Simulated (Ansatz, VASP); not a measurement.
## Si: VASP beside Ansatz

```
CELL_PARAMETERS angstrom
0.00000 5.43000 5.43000
5.43000 0.00000 5.43000
5.43000 5.43000 0.00000
ATOMIC_POSITIONS crystal
Si 0.00040 0.00045 0.00042
Si 0.12515 0.12482 0.12505
Si 0.00037 0.00041 0.49882
Si 0.12165 0.12224 0.62808
Si 0.00047 0.49852 0.00050
Si 0.12182 0.62804 0.12199
Si 0.99266 0.50245 0.50245
Si 0.12177 0.62800 0.62815
Si 0.49895 0.00036 0.00034
Si 0.62810 0.12217 0.12175
Si 0.50178 0.99464 0.50178
Si 0.62807 0.12210 0.62801
Si 0.50225 0.50225 0.99325
Si 0.62816 0.62795 0.12188
Si 0.50210 0.50211 0.50210
Si 0.62414 0.62603 0.62470
Si 0.37409 0.37607 0.37470
```

Alike in both runs: functional PBE; k mesh 2 × 2 × 2; occupations gaussian, width 0.02 eV; no spin polarisation.

Ansatz relaxed the structure, and its values are those at the end. VASP's run is a single point on that final structure, the one shown.

```csv
,VASP,Ansatz
version,VASP 6.6.1,Ansatz 0.2.0
potentials or method,"VASP PAW PBE potentials, release 64 (Si), cutoff 520 eV","scalar-relativistic, plane waves, PAW"
valence electrons in the cell,68,68
```

```csv
,VASP,Ansatz,Ansatz less VASP
rms of the force components (eV/Å),0.006,0.007,0.0000
```

With one functional, cell and mesh, what is left measures potentials, basis and numerics.

The k mesh is coarse, so the values compare programs but aren't converged.
